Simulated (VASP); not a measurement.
# Au (Fm-3m) in VASP: further runs

Au is run at these levels: PBE; tasks: relaxation of cell and atoms.

Everything below comes from runs of VASP 6.6.1. Logs are shortened: lines on timing, memory, paths and dates and some standing lists are left out, and cuts for length are marked.

**1. The cell of the first run**

Symmetry: Fm-3m, No. 225, cubic system. The conventional cell has a = 4.070 Å, b = 4.070 Å, c = 4.070 Å, α = 90.00°, β = 90.00°, γ = 90.00°. Au (site symmetry m-3m) has 12 Au at 2.88 Å within 3.8 Å.

**2. Relaxation of cell and atoms, PBE**

INCAR

```
PREC = Accurate ; ENCUT = 500
EDIFF = 1E-7 ; ISMEAR = 1
SIGMA = 0.05 ; LREAL = False
LASPH = True ; NELM = 120
ALGO = Normal ; ISIF = 3
LWAVE = False ; LCHARG = False
GGA = PE ; IBRION = 2
NSW = 80 ; EDIFFG = -0.03
GGA_COMPAT = False ; NELMIN = 4
```

KPOINTS

```
regular mesh
0
Gamma
  10 10 10
```

POSCAR

```
Au
1.0
    0.0000000000      2.0350000000      2.0350000000
    2.0350000000      0.0000000000      2.0350000000
    2.0350000000      2.0350000000      0.0000000000
Au
1
Direct
    0.0000000000      0.0000000000      0.0000000000
```

Potentials or basis: VASP PAW PBE potentials, release 64 (Au).

Command:

```
cat potpaw_PBE.64/Au/POTCAR > POTCAR
mpirun -np 1 vasp_std > vasp.out
```

OUTCAR:

```text
PREC = Accurate
   ENCUT = 500
   EDIFF = 1E-7
   ISMEAR = 1
   LREAL = False
   LASPH = True
   NELM = 120
   ISIF = 3
   GGA = PE
   IBRION = 2
   NSW = 80
   EDIFFG = -0.03
   NELMIN = 4

 ion  position               nearest neighbor table
   1  0.000  0.000  0.000-

  LATTYP: Found a face centered cubic cell.
 ALAT       =     4.0700000000

  Lattice vectors:

 A1 = (   0.0000000000,   2.0350000000,   2.0350000000)
 A2 = (   2.0350000000,   0.0000000000,   2.0350000000)
 A3 = (   2.0350000000,   2.0350000000,   0.0000000000)

Analysis of symmetry for initial positions (statically):
=====================================================================
 Subroutine PRICEL returns:
 Original cell was already a primitive cell.

 Routine SETGRP: Setting up the symmetry group for a
 face centered cubic supercell.

 Subroutine GETGRP returns: Found 48 space group operations
 (whereof 48 operations were pure point group operations)
 out of a pool of 48 trial point group operations.

The static configuration has the point symmetry O_h .

Analysis of symmetry for dynamics (positions and initial velocities):
=====================================================================
 Subroutine PRICEL returns:
 Original cell was already a primitive cell.

 Routine SETGRP: Setting up the symmetry group for a
 face centered cubic supercell.

 Subroutine GETGRP returns: Found 48 space group operations
 (whereof 48 operations were pure point group operations)
 out of a pool of 48 trial point group operations.

The dynamic configuration has the point symmetry O_h .

 Subroutine INISYM returns: Found 48 space group operations
 (whereof 48 operations are pure point group operations),
 and found     1 'primitive' translations

----------------------------------------------------------------------------------------

                                     Primitive cell

  volume of cell :      16.8548

  direct lattice vectors                    reciprocal lattice vectors
     0.000000000  2.035000000  2.035000000    -0.245700246  0.245700246  0.245700246
     2.035000000  0.000000000  2.035000000     0.245700246 -0.245700246  0.245700246
     2.035000000  2.035000000  0.000000000     0.245700246  0.245700246 -0.245700246

  length of vectors
     2.877924599  2.877924599  2.877924599     0.425565309  0.425565309  0.425565309

  position of ions in fractional coordinates (direct lattice)
     0.000000000  0.000000000  0.000000000

  ion indices of the primitive-cell ions
   primitive index   ion index
                 1           1

----------------------------------------------------------------------------------------

 KPOINTS: regular mesh

Automatic generation of k-mesh.
 Grid dimensions read from file:
 generate k-points for:   10   10   10

 Generating k-lattice:

  Cartesian coordinates                     Fractional coordinates (reciprocal lattice)
    -0.024570025  0.024570025  0.024570025     0.100000000  0.000000000  0.000000000
     0.024570025 -0.024570025  0.024570025     0.000000000  0.100000000  0.000000000
     0.024570025  0.024570025 -0.024570025     0.000000000  0.000000000  0.100000000

  Length of vectors
     0.042556531  0.042556531  0.042556531

  Shift w.r.t. Gamma in fractional coordinates (k-lattice)
     0.000000000  0.000000000  0.000000000

 Subroutine IBZKPT returns following result:
 ===========================================

 Found     47 irreducible k-points:

 Following reciprocal coordinates:
            Coordinates               Weight
  0.000000  0.000000  0.000000      1.000000
  0.100000  0.000000  0.000000      8.000000
  0.200000  0.000000  0.000000      8.000000
  0.300000  0.000000  0.000000      8.000000
  0.400000  0.000000  0.000000      8.000000
  0.500000  0.000000  0.000000      4.000000
[... 16 lines left out ...]
  0.300000  0.300000  0.000000      6.000000
  0.400000  0.300000  0.000000     24.000000
 [... further k-points ...]
   k-points           NKPTS =     47   k-points in BZ     NKDIM =     47   number of bands    NBANDS=      9
   number of dos      NEDOS =    301   number of ions     NIONS =      1
   total plane-waves  NPLWV =  13824
   dimension x,y,z NGX =    24 NGY =   24 NGZ =   24
   dimension x,y,z NGXF=    48 NGYF=   48 NGZF=   48
   ions per type =               1
   NGX,Y,Z   is equivalent  to a cutoff of  13.86, 13.86, 13.86 a.u.
   NGXF,Y,Z  is equivalent  to a cutoff of  27.73, 27.73, 27.73 a.u.
 SYSTEM =  unknown system
   PREC   = accura    normal or accurate (medium, high low for compatibility)
   ISTART =      0    job   : 0-new  1-cont  2-samecut
   ICHARG =      2    charge: 1-file 2-atom 10-const
   ISPIN  =      1    spin polarized calculation?
   LNONCOLLINEAR =      F non collinear calculations
   LSORBIT =      F    spin-orbit coupling
   LASPH  =      T    aspherical Exc in radial PAW
   ENCUT  =  500.0 eV  36.75 Ry    6.06 a.u.   5.25  5.25  5.25*2*pi/ulx,y,z
   NELM   =    120;   NELMIN=  4; NELMDL= -5     # of ELM steps
   EDIFF  = 0.1E-06   stopping-criterion for ELM
   LREAL  =      F    real-space projection
   EDIFFG = -.3E-01   stopping-criterion for IOM
   NSW    =     80    number of steps for IOM
   IBRION =      2    ionic relax: 0-MD 1-quasi-New 2-CG
   NFREE  =      1    steps in history (QN), initial steepest desc. (CG)
   ISIF   =      3    stress and relaxation
   ISYM   =      2    0-nonsym 1-usesym 2-fastsym
   POTIM  = 0.5000    time-step for ionic-motion
   TEBEG  =    0.0;   TEEND  =   0.0 temperature during run
   PSTRESS=    0.0 pullay stress
   NELECT =      11.0000    total number of electrons
   NUPDOWN=      -1.0000    fix difference up-down
   EMIN   =  10.00;   EMAX   =-10.00  energy-range for DOS
   EFERMI =   0.00;   METHOD = LEGACY
   ISMEAR =     1;   SIGMA  =   0.05  broadening in eV -4-tet -1-fermi 0-gaus
   EFERMI_NEDOS =   21; number of points for ismear=-14 and -15
   IALGO  =     38    algorithm
   IMIX   =      4    mixing-type and parameters
     AMIX     =   0.40;   BMIX     =  1.00
     AMIX_MAG =   1.60;   BMIX_MAG =  1.00
  volume/ion in A,a.u.               =      16.85       113.74
  Fermi-wavevector in a.u.,A,eV,Ry     =   1.420032  2.683470 27.436005  2.016489
  Thomas-Fermi vector in A             =   2.540990
   LORBIT       =      0    0 simple, 1 ext, 2 COOP (PROOUT), +10 PAW based schemes
   GGA     = PE    functional components
   LHFCALC =     F    Hartree Fock is set to
   AEXX    =    0.0000 exact exchange contribution
   IVDW    =     0    specifies the selected vdW correction
   LEPSILON=     F    determine dielectric tensor
   LRPA    =     F    only Hartree local field effects (RPA)
 conjugate gradient relaxation of ions
 non-spin polarized calculation
 Methfessel and Paxton  Order N= 1 SIGMA  =   0.05
  energy-cutoff  :      500.00
  volume of cell :       16.85
 maximum number of plane-waves:       444
 NGX is ok and might be reduce to    24
   NGX = 11   NGY = 11   NGZ = 11

--------------------------------------- Ionic step        1  -------------------------------------------

 number of electron      10.9999999 magnetization

 Free energy of the ion-electron system (eV)
  ---------------------------------------------------
  ext. energy  EPLUGINS =         0.00000000
  ---------------------------------------------------
  free energy    TOTEN  =        -3.16407693 eV

  energy without entropy =       -3.16403799  energy(sigma->0) =       -3.16406395

------------------------ aborting loop because EDIFF is reached ----------------------------------------

  FORCE on cell =-STRESS in cart. coord.  units (eV):
  Direction    XX          YY          ZZ          XY          YZ          ZX
  --------------------------------------------------------------------------------------
  -------------------------------------------------------------------------------------
  Total        1.1443777      1.1443777      1.1443777     -0.0000000     -0.0000000     -0.0000000
  in kB      108.7819241    108.7819241    108.7819241     -0.0000000     -0.0000000     -0.0000000
  external PRESSURE =     108.7819241 kB  Pullay stress =       0.0000000 kB
[... 55 lines left out ...]
  energy  without entropy=       -3.1386920417  energy(sigma->0) =       -3.13889246

--------------------------------------- Ionic step        3  -------------------------------------------

 number of electron      11.0000001 magnetization

 Free energy of the ion-electron system (eV)
  ---------------------------------------------------
  ext. energy  EPLUGINS =         0.00000000
  ---------------------------------------------------
  free energy    TOTEN  =        -3.20107880 eV

  energy without entropy =       -3.20078558  energy(sigma->0) =       -3.20098106

 E-fermi :   8.5713     XC(G=0): -12.3765

 val. band max:        8.3731287483   @ k =   0.5000   0.2000   0.1000
 cond. band min:       8.5948130049   @ k =   0.5000   0.3000   0.1000
 fundamental gap:      0.2216842566
 Fermi energy:         8.5712897630

 k-point     1 :       0.0000    0.0000    0.0000
  band No.  band energies     occupation
      1      -0.7138      2.00000
      2       4.1621      2.00000
      3       4.1621      2.00000
      4       4.1621      2.00000
      5       5.5321      2.00000
      6       5.5321      2.00000
      7      23.1389      0.00000
      8      26.8104      0.00000
      9      26.8104      0.00000
[... 265 lines left out ...]
 k-point    24 :       0.4000    0.3000    0.0000
  band No.  band energies     occupation
      1       2.3325      2.00000
      2       2.7456      2.00000
      3       5.1997      2.00000
      4       5.8062      2.00000
      5       6.5520      2.00000
      6       7.1940      2.00000
      7      17.9898      0.00000
      8      20.2403      0.00000
      9      20.5771      0.00000

 [... further k-points ...]

------------------------ aborting loop because EDIFF is reached ----------------------------------------

  FORCE on cell =-STRESS in cart. coord.  units (eV):
  Direction    XX          YY          ZZ          XY          YZ          ZX
  --------------------------------------------------------------------------------------
  -------------------------------------------------------------------------------------
  Total       -0.0235099     -0.0235099     -0.0235099     -0.0000000     -0.0000000      0.0000000
  in kB       -2.0879676     -2.0879676     -2.0879676     -0.0000000     -0.0000000      0.0000000
  external PRESSURE =      -2.0879676 kB  Pullay stress =       0.0000000 kB
[... 16 lines left out ...]
  FREE ENERGIE OF THE ION-ELECTRON SYSTEM (eV)
  ---------------------------------------------------
  free  energy   TOTEN  =        -3.2010788007 eV

  energy  without entropy=       -3.2007855831  energy(sigma->0) =       -3.20098106

 reached required accuracy - stopping structural energy minimisation
```

Wall time 22 s (1 thread of Intel Xeon Platinum 8488C (Sapphire Rapids), shared host); peak memory 0.15 GiB.

What came out:

```
Free energy                           : -3.2011 eV
Relaxed volume                        : 18.04 Å³/atom
Relaxed cell                          : a = 2.944 Å, b = 2.944 Å, c = 2.944 Å, α = 60.00°, β = 60.00°, γ = 60.00°
Space group after relaxing (to 0.1 Å) : Fm-3m (No. 225)
Energy gained by relaxing             : 37.0 meV/atom
Ionic steps                           : 3
Pressure after relaxing               : -0.2 GPa
Band gap on the k mesh                : zero (an odd number of electrons rules out a gap without spin polarisation)
```

Step by step:
```
step  energy change (eV)  largest force (eV/Å)  pressure (GPa)  volume (Å³)
   1              0.0000                0.0000           10.88        16.85
   2              0.0251                0.0000           -9.93        19.80
   3             -0.0370                0.0000           -0.21        18.04
```

Final structure:
```
CELL_PARAMETERS angstrom
0.00000 2.08162 2.08162
2.08162 0.00000 2.08162
2.08162 2.08162 0.00000
ATOMIC_POSITIONS crystal
Au 0.00000 0.00000 0.00000
```

Levels at points of the mesh, in eV from the Fermi level:
| k point | band 3 | band 4 | band 5 | band 6 | band 7 | band 8 | band 9 |
| --- | --- | --- | --- | --- | --- | --- | --- |
| (0.00, 0.00, 0.00) | -4.41 | -4.41 | -3.04 | -3.04 | 14.57 | 18.24 | 18.24 |
| (0.50, 0.00, 0.00) | -4.44 | -1.95 | -1.95 | -0.71 | 2.76 | 14.01 | 16.68 |
| (0.50, 0.50, 0.00) | -2.00 | -1.66 | -1.66 | 1.16 | 5.31 | 9.83 | 9.83 |

Caveat: spin-orbit coupling is left out, which moves the levels of the heavy elements.

**3. Relaxation of cell and atoms, PBE, target pressure 10 GPa, at which the enthalpy is minimised**

INCAR

```
SYSTEM = Au
PREC     = Accurate       ! precision mode
ENCUT    = 500            ! plane-wave cutoff, eV
EDIFF    = 1E-7           ! SCF threshold, eV
ISMEAR   = 1              ! smearing method
SIGMA    = 0.05           ! smearing width, eV
LREAL    = .FALSE.        ! projectors in reciprocal space
LASPH    = .TRUE.         ! aspherical terms in the spheres
NELM     = 120            ! most SCF steps
ALGO     = Normal         ! electronic algorithm
ISIF     = 3              ! what is computed and relaxed
LWAVE    = .FALSE.        ! write WAVECAR
LCHARG   = .FALSE.        ! write CHGCAR
GGA      = PE             ! functional
IBRION   = 2              ! ionic algorithm
NSW      = 80             ! ionic steps
EDIFFG   = -0.03          ! ionic threshold
PSTRESS  = 100.0        
GGA_COMPAT= .FALSE.      
NELMIN   = 4
```

KPOINTS

```
regular mesh
0
G
  10 10 10
  0 0 0
```

POSCAR is that of step 2.

Potentials or basis: VASP PAW PBE potentials, release 64 (Au).

Command:

```
cat potpaw_PBE.64/Au/POTCAR > POTCAR
mpirun -np 1 vasp_std > vasp.out
```

Run time: 18 s. Hardware: 1 thread of Intel Xeon Platinum 8488C (Sapphire Rapids), shared host; peak memory 0.14 GiB.

The run converged. Its results:

| Property | Result |
| --- | --- |
| Free energy | -3.1691 eV |
| Relaxed volume | 16.93 Å³/atom |
| Relaxed cell | a = 2.882 Å, b = 2.882 Å, c = 2.882 Å, α = 60.00°, β = 60.00°, γ = 60.00° |
| Space group after relaxing (to 0.1 Å) | Fm-3m (No. 225) |
| Energy change on relaxing (the run minimises the enthalpy) | -5.0 meV/atom |
| Ionic steps | 3 |
| Pressure after relaxing | 10.0 GPa |
| Band gap on the k mesh | zero (an odd number of electrons rules out a gap without spin polarisation) |

Step by step:
```
step  energy change (eV)  largest force (eV/Å)  pressure (GPa)  volume (Å³)
   1              0.0000                0.0000           10.88        16.85
   2             -0.0136                0.0000            8.43        17.08
   3             -0.0050                0.0000           10.01        16.93
```

Final structure:
```
CELL_PARAMETERS angstrom
0.00000 2.03809 2.03809
2.03809 0.00000 2.03809
2.03809 2.03809 0.00000
ATOMIC_POSITIONS crystal
Au 0.00000 0.00000 0.00000
```

Levels at points of the mesh, in eV from the Fermi level:
```tsv
k point	band 2	band 3	band 4	band 5	band 6	band 7	band 8	band 9
(0.00, 0.00, 0.00)	-4.77	-4.77	-4.77	-3.24	-3.24	14.47	18.51	18.51
(0.50, 0.00, 0.00)	-4.81	-4.81	-2.02	-2.02	-1.03	3.06	13.92	17.14
(0.50, 0.50, 0.00)	-6.85	-2.07	-1.70	-1.70	0.96	5.79	9.99	9.99
```

Caveat: the cell is relaxed towards a set pressure, so the run minimises the enthalpy, not the energy; spin-orbit coupling is left out, which moves the levels of the heavy elements.

**4. Relaxation of cell and atoms, PBE, target pressure 20 GPa, at which the enthalpy is minimised**

INCAR

```
SYSTEM = Au
PREC     = Accurate       ! precision mode
ENCUT    = 500            ! plane-wave cutoff, eV
EDIFF    = 1E-7           ! SCF threshold, eV
ISMEAR   = 1              ! smearing method
SIGMA    = 0.05           ! smearing width, eV
LREAL    = .False.        ! projectors in reciprocal space
LASPH    = .True.         ! aspherical terms in the spheres
NELM     = 120            ! most SCF steps
ALGO     = Normal         ! electronic algorithm
ISIF     = 3              ! what is computed and relaxed
LWAVE    = .False.        ! write WAVECAR
LCHARG   = .False.        ! write CHGCAR
GGA      = PE             ! functional
IBRION   = 2              ! ionic algorithm
NSW      = 80             ! ionic steps
EDIFFG   = -0.03          ! ionic threshold
PSTRESS  = 200.0        
GGA_COMPAT= .False.      
NELMIN   = 4
```

KPOINTS

```
regular mesh
0
Gamma
  10 10 10
  0 0 0
```

POSCAR is that of step 3.

Command:

```
cat potpaw_PBE.64/Au/POTCAR > POTCAR
mpirun -np 1 vasp_std > vasp.out
```

It took 22 s on 1 thread of Intel Xeon Platinum 8488C (Sapphire Rapids), shared host; peak memory 0.15 GiB.

Results (log left out):

* Free energy: -3.1012 eV
* Relaxed volume: 16.19 Å³/atom
* Relaxed cell: a = 2.840 Å, b = 2.840 Å, c = 2.840 Å, α = 60.00°, β = 60.00°, γ = 60.00°
* Space group after relaxing (to 0.1 Å): Fm-3m (No. 225)
* Energy change on relaxing (the run minimises the enthalpy): +62.9 meV/atom
* Ionic steps: 4
* Pressure after relaxing: 19.9 GPa
* Band gap on the k mesh: zero (an odd number of electrons rules out a gap without spin polarisation)

The path:
```csv
step,energy change (eV),largest force (eV/Å),pressure (GPa),volume (Å³)
1,0.0000,0.0000,10.88,16.85
2,0.4018,0.0000,52.14,14.62
3,0.0604,0.0000,19.64,16.21
4,0.0629,0.0000,19.95,16.19
```

Final structure:
```
Au
1.0
     0.00000    2.00799    2.00799
     2.00799    0.00000    2.00799
     2.00799    2.00799    0.00000
Au
1
Direct
  0.00000 0.00000 0.00000
```

Levels at points of the mesh, in eV from the Fermi level:
```csv
k point,band 3,band 4,band 5,band 6,band 7,band 8,band 9
"(0.00, 0.00, 0.00)",-4.96,-4.96,-3.30,-3.30,14.45,18.75,18.75
"(0.50, 0.00, 0.00)",-5.01,-1.99,-1.99,-1.19,3.37,13.91,17.52
"(0.50, 0.50, 0.00)",-2.04,-1.64,-1.64,0.89,6.22,10.17,10.17
```

Caveat: the cell is relaxed towards a set pressure, so the run minimises the enthalpy, not the energy; spin-orbit coupling is left out, which moves the levels of the heavy elements.

**5. Relaxation of cell and atoms, PBE, target pressure 30 GPa, at which the enthalpy is minimised**

INCAR

```
SYSTEM = Au
  ALGO = Normal
  EDIFF = 1E-7
  EDIFFG = -0.03
  ENCUT = 500
  GGA = PE
  GGA_COMPAT = .FALSE.
  IBRION = 2
  ISIF = 3
  ISMEAR = 1
  LASPH = .TRUE.
  LCHARG = .FALSE.
  LREAL = .FALSE.
  LWAVE = .FALSE.
  NELM = 120
  NELMIN = 4
  NSW = 80
  PREC = Accurate
  PSTRESS = 300.0
  SIGMA = 0.05
```

KPOINTS

```
k-points
0
G
  10 10 10
  0 0 0
```

POSCAR is that of step 4.

Command:

```
cat potpaw_PBE.64/Au/POTCAR > POTCAR
mpirun -np 1 vasp_std > vasp.out
```

Run time: 24 s. Hardware: 1 thread of Intel Xeon Platinum 8488C (Sapphire Rapids), shared host; peak memory 0.15 GiB.

Results (log left out):

```yaml
Free_energy: -3.0111 eV
Relaxed_volume: 15.61 Å³/atom
Relaxed_cell: a = 2.805 Å, b = 2.805 Å, c = 2.805 Å, α = 60.00°, β = 60.00°, γ = 60.00°
Space_group_after_relaxing_to_0.1_Å: Fm-3m (No. 225)
Energy_change_on_relaxing_the_run_minimises_the_enthalpy: +153.0 meV/atom
Ionic_steps: 5
Pressure_after_relaxing: 30.0 GPa
Band_gap_on_the_k_mesh: zero (an odd number of electrons rules out a gap without spin polarisation)
```

The path:
```csv
step,energy change (eV),largest force (eV/Å),pressure (GPa),volume (Å³)
1,0.0000,0.0000,10.88,16.85
2,1.6972,0.0000,149.29,12.41
3,0.1374,0.0000,28.43,15.70
4,0.1479,0.0000,29.49,15.64
5,0.1530,0.0000,30.01,15.61
```

Final structure:
```
Au
1.0
     0.00000    1.98366    1.98366
     1.98366    0.00000    1.98366
     1.98366    1.98366    0.00000
Au
1
Direct
  0.00000 0.00000 0.00000
```

Levels at points of the mesh, in eV from the Fermi level:
```
           k point  band 4  band 5  band 6  band 7  band 8  band 9
(0.00, 0.00, 0.00)   -5.14   -3.37   -3.37   14.41   18.92   18.92
(0.50, 0.00, 0.00)   -1.97   -1.97   -1.32    3.64   13.88   17.83
(0.50, 0.50, 0.00)   -1.59   -1.59    0.83    6.59   10.31   10.31
```

Caveat: the cell is relaxed towards a set pressure, so the run minimises the enthalpy, not the energy; spin-orbit coupling is left out, which moves the levels of the heavy elements.

**6. Overview**

| cell | gap on the mesh (eV) | pressure (GPa) |
| --- | --- | --- |
| relaxed | none | -0.2 |
| relaxed to 10 GPa | none | 10.0 |
| relaxed to 20 GPa | none | 19.9 |
| relaxed to 30 GPa | none | 30.0 |

Alike in all rows: task relaxation of cell and atoms; level PBE; potentials or basis VASP PAW PBE potentials, release 64 (Au); no spin polarisation; k mesh 10 × 10 × 10; cutoff (eV) 500; smearing methfessel-paxton 0.05 eV.

Caveats: spin-orbit coupling is left out, which moves the levels of the heavy elements; the cell is relaxed towards a set pressure, so the run minimises the enthalpy, not the energy (at least some runs).

Total energies depend on the potentials used, so only differences within one code and one set of settings carry meaning.
